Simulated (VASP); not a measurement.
# Sr8Tl15 (a cell with a defect) in VASP: further runs

Sr8Tl15 (a cell with a defect) is run at these levels: LDA; tasks: single point.

All numbers are computed with VASP 6.6.1; they aren't measurements. Logs are shortened: lines on timing, memory, paths and dates and some standing lists are left out, and cuts for length are marked.

## Step 1: The cell of the first run

The cell holds a defect, 23 atoms: a = 10.231 Å, b = 10.231 Å, c = 8.284 Å, α = 90.00°, β = 90.00°, γ = 120.00°.

## Step 2: Single point, LDA

The input, INCAR:

```
PREC = Accurate
ENCUT = 520
EDIFF = 1E-6
ISMEAR = 1
SIGMA = 0.15
LREAL = Auto
LASPH = T
NELM = 100
ALGO = Normal
ISIF = 2
LWAVE = F
LCHARG = F
NBANDS = 154
```

The input, KPOINTS:

```
Automatic mesh
0
Gamma
  2 2 2
```

The input, POSCAR:

```
Sr8Tl15
1.0
   10.2306323100     -0.0000014600      0.0000000000
   -5.1153174200      8.8599867400      0.0000000000
    0.0000000000      0.0000000000      8.2839107700
Tl Sr
15 8
Direct
    0.1660644968      0.3320337071      0.4609563171
    0.3345123344      0.1688215267      0.9468885189
    0.1679567305      0.3358162188      0.0439850223
    0.3395126433      0.1689255909      0.5492063020
    0.1545281501      0.8302277917      0.4537851873
    0.3361887814      0.6722747636      0.9706868197
    0.1643543724      0.8342798310      0.0539415516
    0.3375200922      0.6749350386      0.5359475884
    0.8344054872      0.1688225121      0.9468904504
    0.6682351773      0.3363743156      0.0405106971
    0.8295066520      0.1689280419      0.5492067849
    0.6758034257      0.8302296835      0.4537793929
    0.8304467692      0.6607909678      0.9407560289
    0.6700320026      0.8342835261      0.0539403444
    0.8069186910      0.6137371689      0.5290056981
    0.0040340087      0.0079618636      0.2464544895
   -0.0065758428     -0.0132412173      0.7446839025
    0.0012027996      0.4962162056      0.2509238761
    0.0188126006      0.5076836072      0.7527028203
    0.5032491394      0.0063941106      0.2584178004
    0.4960815374     -0.0079320972      0.7571711205
    0.4951099204      0.4962166256      0.2509260490
    0.4889734833      0.5076810887      0.7527057175
```

Potentials or basis: VASP PAW LDA potentials, release 64 (Tl_d, Sr_sv).

On the command line:

```console
cat potpaw_LDA.64/Tl_d/POTCAR potpaw_LDA.64/Sr_sv/POTCAR > POTCAR
mpirun -np 1 vasp_std > vasp.out
```

OUTCAR:

```text
PREC = Accurate
   ENCUT = 520
   EDIFF = 1E-6
   ISMEAR = 1
   LREAL = Auto
   LASPH = T
   NELM = 100
   ISIF = 2

 ion  position               nearest neighbor table
   1  0.166  0.332  0.461-   4 3.07  11 3.07   8 3.10  16 3.38  22 3.40  18 3.40   3 3.45  19 3.75
                            23 3.75  17 3.86
   2  0.335  0.169  0.947-  10 3.06   3 3.06   7 3.09   4 3.29  21 3.39  23 3.41  17 3.46  16 3.84
                            22 3.84  20 3.91
   3  0.168  0.336  0.044-   6 3.04   2 3.06   9 3.06  16 3.35  18 3.37  22 3.37   1 3.45  19 3.73
                            23 3.73  17 3.96
   4  0.340  0.169  0.549-   1 3.07   5 3.11   2 3.29  21 3.42  23 3.45  17 3.47  20 3.76  22 3.81
                            16 3.89
   5  0.155  0.830  0.454-   8 3.08   4 3.11  15 3.17   7 3.31  16 3.38  18 3.41  20 3.49  17 3.71
                            19 3.79  21 3.93
   6  0.336  0.672  0.971-   7 3.04  14 3.04   3 3.04  21 3.34  19 3.34  23 3.34   8 3.60  22 3.77
                            18 3.77  20 3.80
   7  0.164  0.834  0.054-   6 3.04   2 3.09  13 3.10   5 3.31  16 3.36  18 3.41  20 3.45  19 3.83
                            21 3.83  17 3.84
   8  0.338  0.675  0.536-  12 3.08   5 3.08   1 3.10  19 3.35  23 3.35  21 3.35   6 3.60  20 3.73
                            22 3.80  18 3.80
   9  0.834  0.169  0.947-  10 3.06   3 3.06  14 3.09  11 3.29  21 3.39  19 3.41  17 3.46  16 3.84
[... 15 lines left out ...]
  17  0.993  0.987  0.745-  13 3.31   9 3.46   2 3.46  11 3.47   4 3.47  12 3.71   5 3.71  15 3.76
                            14 3.84   7 3.84   1 3.86   3 3.96  16 4.13  16 4.16  23 5.04  19 5.04
  18  0.001  0.496  0.251-   3 3.37   1 3.40   5 3.41   7 3.41  10 3.43  15 3.62   6 3.77   8 3.80
                            11 3.81   9 3.84  13 3.93  19 4.13  19 4.16  16 5.01  22 5.05  20 5.05
  19  0.019  0.508  0.753-   6 3.34   8 3.35  13 3.41   9 3.41  15 3.42  11 3.45   3 3.73   1 3.75
                             5 3.79   7 3.83  10 3.92  18 4.13  18 4.16  23 4.81  21 4.92  17 5.04
  20  0.503  0.006  0.258-  10 3.44  14 3.45   7 3.45  12 3.49   5 3.49   8 3.73  11 3.76   4 3.76
                             6 3.80   9 3.91   2 3.91  21 4.13  21 4.15  18 5.05  22 5.05  16 5.12
  21  0.496  0.992  0.757-   6 3.34   8 3.35   2 3.39   9 3.39  11 3.42   4 3.42   7 3.83  14 3.83
                            10 3.85   5 3.93  12 3.93  20 4.13  20 4.15  19 4.92  23 4.92  17 5.12
  22  0.495  0.496  0.251-   3 3.37   1 3.40  12 3.41  14 3.41  10 3.43  15 3.62   6 3.77   8 3.80
                             4 3.81   2 3.84  13 3.93  23 4.13  23 4.16  16 5.01  18 5.05  20 5.05
  23  0.489  0.508  0.753-   6 3.34   8 3.35  13 3.41   2 3.41  15 3.42   4 3.45   3 3.73   1 3.75
                            12 3.79  14 3.83  10 3.92  22 4.13  22 4.16  19 4.81  21 4.92  17 5.04

  LATTYP: Found a hexagonal cell.
 ALAT       =    10.2306323100
 C/A-ratio  =     0.8097164006

  Lattice vectors:

 A1 = (  10.2306323100,  -0.0000014600,   0.0000000000)
 A2 = (  -5.1153174200,   8.8599867400,   0.0000000000)
 A3 = (   0.0000000000,   0.0000000000,   8.2839107700)

Analysis of symmetry for initial positions (statically):
[... 167 lines left out ...]
   IALGO  =     38    algorithm
   IMIX   =      4    mixing-type and parameters
     AMIX     =   0.40;   BMIX     =  1.00
     AMIX_MAG =   1.60;   BMIX_MAG =  1.00
  volume/ion in A,a.u.               =      32.65       220.31
  Fermi-wavevector in a.u.,A,eV,Ry     =   1.171284  2.213405 18.665907  1.371905
  Thomas-Fermi vector in A             =   2.307730
   LORBIT       =      0    0 simple, 1 ext, 2 COOP (PROOUT), +10 PAW based schemes
   GGA     = CA    functional components
   LHFCALC =     F    Hartree Fock is set to
   AEXX    =    0.0000 exact exchange contribution
   IVDW    =     0    specifies the selected vdW correction
   LEPSILON=     F    determine dielectric tensor
   LRPA    =     F    only Hartree local field effects (RPA)
 non-spin polarized calculation
 Methfessel and Paxton  Order N= 1 SIGMA  =   0.15
  energy-cutoff  :      520.00
  volume of cell :      750.88
 maximum number of plane-waves:     20224
 NGX is ok and might be reduce to    80
   NGX = 39   NGY = 39   NGZ = 31

 number of electron     274.9999989 magnetization

 Free energy of the ion-electron system (eV)
  ---------------------------------------------------
  ext. energy  EPLUGINS =         0.00000000
  ---------------------------------------------------
  free energy    TOTEN  =       -68.46641909 eV

  energy without entropy =      -68.45637401  energy(sigma->0) =      -68.46307073

 E-fermi :   4.4279     XC(G=0):  -9.5943

 val. band max:        4.4159661224   @ k =   0.0000   0.0000   0.5000
 cond. band min:       4.4289598619   @ k =   0.0000   0.0000   0.5000
 fundamental gap:      0.0129937394
 Fermi energy:         4.4278966795

 k-point     1 :       0.0000    0.0000    0.0000
  band No.  band energies     occupation
      1     -31.4156      2.00000
      2     -31.3073      2.00000
      3     -31.3051      2.00000
      4     -31.3047      2.00000
      5     -31.2336      2.00000
      6     -31.2070      2.00000
[... 1205 lines left out ...]
    148       6.3663     -0.00000
    149       6.4707     -0.00000
 [bands above 149 left out]

------------------------ aborting loop because EDIFF is reached ----------------------------------------

  FORCE on cell =-STRESS in cart. coord.  units (eV):
  Direction    XX          YY          ZZ          XY          YZ          ZX
  --------------------------------------------------------------------------------------
  -------------------------------------------------------------------------------------
  Total      -11.3082388    -12.4156982    -10.1326801     -0.0001822     -0.6173451      0.0000129
  in kB      -24.1287391    -26.4917595    -21.6204131     -0.0003887     -1.3172485      0.0000274
  external PRESSURE =     -24.0803039 kB  Pullay stress =       0.0000000 kB

 VOLUME and BASIS-vectors are now :
 -----------------------------------------------------------------------------
  energy-cutoff  :      520.00
  volume of cell :      750.88
      direct lattice vectors                 reciprocal lattice vectors
    10.230632310 -0.000001460  0.000000000     0.097745677  0.056433512  0.000000000
    -5.115317420  8.859986740  0.000000000     0.000000016  0.112866995  0.000000000
     0.000000000  0.000000000  8.283910770     0.000000000  0.000000000  0.120715931

 POSITION                                       TOTAL-FORCE (eV/Angst)
 -----------------------------------------------------------------------------------
      0.00049      2.94181      3.81852        -0.000096     -0.003049     -0.050551
      2.55870      1.49576      7.84394        -0.012333     -0.017717     -0.010199
      0.00050      2.97533      0.36437         0.000036     -0.024148      0.016381
      2.60932      1.49668      4.54958        -0.027125     -0.028868      0.011817
     -2.66596      7.35581      3.75912         0.025326      0.021571     -0.031734
      0.00052      5.95635      8.04108        -0.000034     -0.000856      0.024638
[... 15 lines left out ...]
      2.52698      4.39647      2.07865         0.069534     -0.023927     -0.013843
      2.40556      4.49805      6.23535         0.014995     -0.020140      0.008950
 -----------------------------------------------------------------------------------
    total drift:                                0.000455     -0.002957      0.004736

  FREE ENERGIE OF THE ION-ELECTRON SYSTEM (eV)
  ---------------------------------------------------
  free  energy   TOTEN  =       -68.4664190879 eV

  energy  without entropy=      -68.4563740090  energy(sigma->0) =      -68.46307073
```

stdout:

```text
POSCAR found type information on POSCAR TlSr
 POSCAR found :  2 types and      23 ions
 scaLAPACK will be used
 LDA part: xc-table for (Slater(with rela. corr.)+CA(PZ))
 , standard interpolation
 POSCAR, INCAR and KPOINTS ok, starting setup
 FFT: planning ... GRIDC
 FFT: planning ... GRID_SOFT
 FFT: planning ... GRID
 WAVECAR not read
 entering main loop
```

It took 17 min on 1 thread of AMD EPYC 9R45 (Zen 5), shared host; peak memory 0.92 GiB.

What came out:

* Free energy: -68.4664 eV
* Pressure: -2.4 GPa
* Largest force: 0.309 eV/Å

Forces on the atoms (eV/Å):
```
Tl   0.000 -0.003 -0.051
Tl  -0.012 -0.018 -0.010
Tl   0.000 -0.024  0.016
Tl  -0.027 -0.029  0.012
Tl   0.025  0.022 -0.032
Tl   0.000 -0.001  0.025
Tl  -0.002  0.003 -0.019
Tl   0.000 -0.026  0.015
Tl   0.012 -0.017 -0.010
Tl   0.000 -0.045  0.006
Tl   0.027 -0.029  0.012
Tl  -0.025  0.022 -0.032
Tl   0.000 -0.010 -0.006
Tl   0.002  0.003 -0.019
Tl   0.000  0.287  0.115
Sr   0.000 -0.023 -0.012
Sr   0.000 -0.006  0.029
Sr  -0.070 -0.024 -0.014
Sr  -0.015 -0.020  0.009
Sr   0.000 -0.004 -0.037
Sr   0.000 -0.014  0.006
Sr   0.070 -0.024 -0.014
Sr   0.015 -0.020  0.009
```

Stress tensor (GPa, compression positive):
```
-2.41  0.00  0.00
 0.00 -2.65 -0.13
 0.00 -0.13 -2.16
```

Levels at points of the mesh, in eV from the Fermi level:
```
           k point  band 135  band 136  band 137  band 138  band 139  band 140
(0.00, 0.00, 0.00)     -0.70     -0.34     -0.29     -0.12      0.15      0.19
(0.50, 0.00, 0.00)     -0.48     -0.41     -0.24      0.03      0.16      0.80
(0.00, 0.50, 0.00)     -0.51     -0.35     -0.20      0.04      0.06      0.87
(0.50, 0.50, 0.00)     -0.48     -0.41     -0.24      0.03      0.16      0.80
(0.00, 0.00, 0.50)     -0.19     -0.14     -0.01      0.00      0.15      0.24
(0.50, 0.00, 0.50)     -0.53     -0.52     -0.44     -0.03      0.18      0.72
(0.00, 0.50, 0.50)     -0.56     -0.45     -0.45     -0.02      0.20      0.72
(0.50, 0.50, 0.50)     -0.53     -0.52     -0.44     -0.03      0.18      0.72
```

Caveat: the k points lie up to 0.38 Å⁻¹ apart; spin-orbit coupling is left out, which moves the levels of the heavy elements.

## Step 3: Single point, LDA

The input, INCAR:

```
SYSTEM = Sr8Tl15
PREC = Accurate
ENCUT = 520
EDIFF = 1E-6
ISMEAR = 1
SIGMA = 0.15
LREAL = Auto
LASPH = .TRUE.
NELM = 100
ALGO = Normal
ISIF = 2
LWAVE = .FALSE.
LCHARG = .FALSE.
NBANDS = 154
```

The input, KPOINTS:

```
Automatic mesh
0
G
  2 2 2
  0 0 0
```

The input, POSCAR:

```
Sr8Tl15
1.0
   10.2306323100     -0.0000014600      0.0000000000
   -5.1153174200      8.8599867400      0.0000000000
    0.0000000000      0.0000000000      8.2839107700
Tl Sr
15 8
Direct
    0.1634900190      0.3269564982      0.4654910111
    0.3367174518      0.1678092231      0.9468316617
    0.1647821185      0.3295348319      0.0303256526
    0.3464827943      0.1716192756      0.5470287073
    0.1613860295      0.8329534177      0.4519575481
    0.3329009530      0.6657784779      0.9566700101
    0.1668588461      0.8333253153      0.0540730112
    0.3349524702      0.6698740826      0.5398976551
    0.8311174890      0.1678094174      0.9468360075
    0.6704704806      0.3409211625      0.0604504338
    0.8251638382      0.1716205960      0.5470329324
    0.6716006400      0.8329522602      0.4519573066
    0.8328401748      0.6656493276      0.9626221505
    0.6664973109      0.8333253976      0.0540734941
    0.6937511078      0.3874765407      0.4713703598
    0.0049168544      0.0097983225      0.2439288708
   -0.0023044077     -0.0046336416      0.7427380824
    0.0123536069      0.4943554823      0.2482058362
    0.0056217392      0.5058868754      0.7499449442
    0.5074801330      0.0149276455      0.2565138688
    0.4969391433     -0.0061433810      0.7547134649
    0.4820255093      0.4943528509      0.2482084920
    0.5002959297      0.5058852639      0.7499463928
```

Potentials or basis: VASP PAW LDA potentials, release 64 (Tl_d, Sr_sv).

On the command line:

```console
cat potpaw_LDA.64/Tl_d/POTCAR potpaw_LDA.64/Sr_sv/POTCAR > POTCAR
mpirun -np 1 vasp_std > vasp.out
```

OUTCAR:

```text
SYSTEM = Sr8Tl15
   PREC = Accurate
   ENCUT = 520
   EDIFF = 1E-6
   ISMEAR = 1
   LREAL = Auto
   LASPH = .TRUE.
   NELM = 100
   ISIF = 2

 ion  position               nearest neighbor table
   1  0.163  0.327  0.465-  11 3.08   4 3.08   8 3.10  22 3.35  18 3.35  16 3.36   3 3.60  17 3.73
                            19 3.80  23 3.80
   2  0.337  0.168  0.947-   3 3.04   7 3.09  10 3.10   4 3.31  21 3.36  23 3.41  17 3.45  22 3.83
                            16 3.83  20 3.85
   3  0.165  0.330  0.030-   2 3.04   9 3.04   6 3.04  16 3.34  22 3.34  18 3.34   1 3.60  19 3.77
                            23 3.77  17 3.80
   4  0.346  0.172  0.547-   1 3.08   5 3.11  15 3.17   2 3.31  21 3.38  23 3.41  17 3.49  20 3.70
[... 1481 lines left out ...]
  in kB      -24.0814831    -26.3755915    -21.7461734     -0.0000142     -1.2572708      0.0003756
  external PRESSURE =     -24.0677493 kB  Pullay stress =       0.0000000 kB

 VOLUME and BASIS-vectors are now :
 -----------------------------------------------------------------------------
  energy-cutoff  :      520.00
  volume of cell :      750.88
      direct lattice vectors                 reciprocal lattice vectors
    10.230632310 -0.000001460  0.000000000     0.097745677  0.056433512  0.000000000
    -5.115317420  8.859986740  0.000000000     0.000000016  0.112866995  0.000000000
     0.000000000  0.000000000  8.283910770     0.000000000  0.000000000  0.120715931

 POSITION                                       TOTAL-FORCE (eV/Angst)
 -----------------------------------------------------------------------------------
      0.00012      2.89683      3.85609         0.000102      0.025679     -0.016925
      2.58643      1.48679      7.84347         0.001263     -0.003637      0.019543
      0.00015      2.91967      0.25122        -0.000286     -0.000727     -0.024144
      2.66685      1.52054      4.53154        -0.025940     -0.022012      0.032856
     -2.60974      7.37996      3.74398         0.025937      0.028303     -0.013028
      0.00012      5.89879      7.92497         0.000112      0.026047     -0.018042
[... 15 lines left out ...]
      2.40265      4.37996      2.05614         0.017844      0.019636     -0.008634
      2.53058      4.48214      6.21249         0.069360      0.024081      0.014532
 -----------------------------------------------------------------------------------
    total drift:                               -0.000287      0.003905      0.002152

  FREE ENERGIE OF THE ION-ELECTRON SYSTEM (eV)
  ---------------------------------------------------
  free  energy   TOTEN  =       -68.4690145870 eV

  energy  without entropy=      -68.4589015966  energy(sigma->0) =      -68.46564359
```

OSZICAR:

```text
N       E                     dE             d eps       ncg     rms          rms(c)
DAV:   1     0.187732348935E+04    0.18773E+04   -0.14067E+05  2464   0.165E+03
DAV:   2     0.509559523396E+02   -0.18264E+04   -0.17915E+04  2632   0.393E+02
DAV:   3    -0.627118943372E+02   -0.11367E+03   -0.11219E+03  2880   0.732E+01
DAV:   4    -0.694331212646E+02   -0.67212E+01   -0.66748E+01  3856   0.132E+01
DAV:   5    -0.699384100626E+02   -0.50529E+00   -0.50504E+00  3376   0.261E+00    0.430E+01
DAV:   6    -0.687538159441E+02    0.11846E+01   -0.22863E+00  2744   0.495E+00    0.241E+01
DAV:   7    -0.684895293482E+02    0.26429E+00   -0.14208E+00  2872   0.362E+00    0.275E+00
DAV:   8    -0.684678501162E+02    0.21679E-01   -0.29948E-01  2912   0.177E+00    0.573E-01
DAV:   9    -0.684687368099E+02   -0.88669E-03   -0.29388E-02  2976   0.508E-01    0.293E-01
DAV:  10    -0.684689937523E+02   -0.25694E-03   -0.26647E-03  3064   0.117E-01    0.145E-01
DAV:  11    -0.684690116568E+02   -0.17905E-04   -0.34730E-04  2904   0.728E-02    0.441E-02
DAV:  12    -0.684690141875E+02   -0.25308E-05   -0.76225E-05  3000   0.227E-02    0.122E-02
DAV:  13    -0.684690145870E+02   -0.39947E-06   -0.97606E-06  2656   0.898E-03
   1 F= -.68469015E+02 E0= -.68465644E+02  d E =-.101130E-01
```

stdout:

```text
POSCAR found type information on POSCAR TlSr
 POSCAR found :  2 types and      23 ions
 scaLAPACK will be used
 LDA part: xc-table for (Slater(with rela. corr.)+CA(PZ))
 , standard interpolation
 POSCAR, INCAR and KPOINTS ok, starting setup
 FFT: planning ... GRIDC
 FFT: planning ... GRID_SOFT
 FFT: planning ... GRID
 WAVECAR not read
 entering main loop
```

It took 25 min on 1 thread of Intel Xeon 6975P-C (Granite Rapids), shared host; peak memory 0.95 GiB.

What came out:

- Free energy: -68.4690 eV
- Pressure: -2.4 GPa
- Largest force: 0.302 eV/Å

Forces on the atoms (eV/Å):
```
Tl   0.000  0.026 -0.017
Tl   0.001 -0.004  0.020
Tl   0.000 -0.001 -0.024
Tl  -0.026 -0.022  0.033
Tl   0.026  0.028 -0.013
Tl   0.000  0.026 -0.018
Tl   0.011  0.018  0.012
Tl   0.000  0.004  0.052
Tl  -0.001 -0.004  0.020
Tl   0.000  0.008  0.002
Tl   0.026 -0.022  0.033
Tl  -0.026  0.028 -0.013
Tl   0.000  0.045 -0.004
Tl  -0.011  0.018  0.012
Tl   0.000 -0.280 -0.114
Sr   0.000  0.012 -0.007
Sr   0.000  0.003  0.036
Sr  -0.018  0.020 -0.009
Sr  -0.069  0.024  0.014
Sr   0.000  0.005 -0.031
Sr   0.000  0.023  0.011
Sr   0.018  0.020 -0.009
Sr   0.069  0.024  0.015
```

Caveat: the k points lie up to 0.38 Å⁻¹ apart; spin-orbit coupling is left out, which moves the levels of the heavy elements.
